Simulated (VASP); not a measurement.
Set up this calculation in VASP 6.6.1, as the native input.

- Task: single point
- Functional: PBE
- Potentials or basis: VASP PAW PBE potentials, release 64 (Ti_sv, O)
- Cutoff: 520 eV
- k mesh: 7 × 7 × 10
- Occupations: fermi-dirac, width 0.02 eV
- Spin: no spin polarisation
- Dipole correction: no
- Further INCAR settings: ALGO = Normal; EDIFF = 1e-07; NBANDS = 33

The structure of TiO2 (Rutile) lies in POSCAR:

```
TiO2
1.0
    4.5319113078      0.0000000000      0.0000000000
    0.0000000000      4.5319113078      0.0000000000
    0.0000000000      0.0000000000      2.9190086112
Ti O
2 4
Direct
    0.0000000000      0.0000000000      0.0000000000
    0.5000000000      0.5000000000      0.5000000000
    0.3029623401      0.3029623401      0.0000000000
    0.1970376599      0.8029623401      0.5000000000
    0.6970376599      0.6970376599      0.0000000000
    0.8029623401      0.1970376599      0.5000000000
```

This cell differs from its parent crystal: volume scaled by 0.96, then relaxed in part.

One way to write it, as run:

INCAR

```
ALGO = Normal
EDIFF = 1E-7
ENCUT = 520
GGA = PE
ISIF = 2
ISMEAR = -1
LASPH = T
LCHARG = T
LELF = T
LREAL = F
LVHAR = T
LWAVE = F
NBANDS = 33
NELM = 80
PREC = Accurate
SIGMA = 0.02
```

KPOINTS

```
k-points
0
Gamma
  7 7 10
```

Potentials or basis: VASP PAW PBE potentials, release 64 (Ti_sv, O).

Run with:

```sh
$ cat potpaw_PBE.64/Ti_sv/POTCAR potpaw_PBE.64/O/POTCAR > POTCAR
$ mpirun -np 1 vasp_std > vasp.out
```

It gave:

The pressure is 16.2 GPa. The largest force is 0.024 eV/Å and the band gap on the k mesh is 1.89 eV, direct.

It took 91 s on 1 thread of Intel(R) Xeon(R) Platinum 8488C (Sapphire Rapids), with other jobs on the host, peak memory 0.23 GiB.
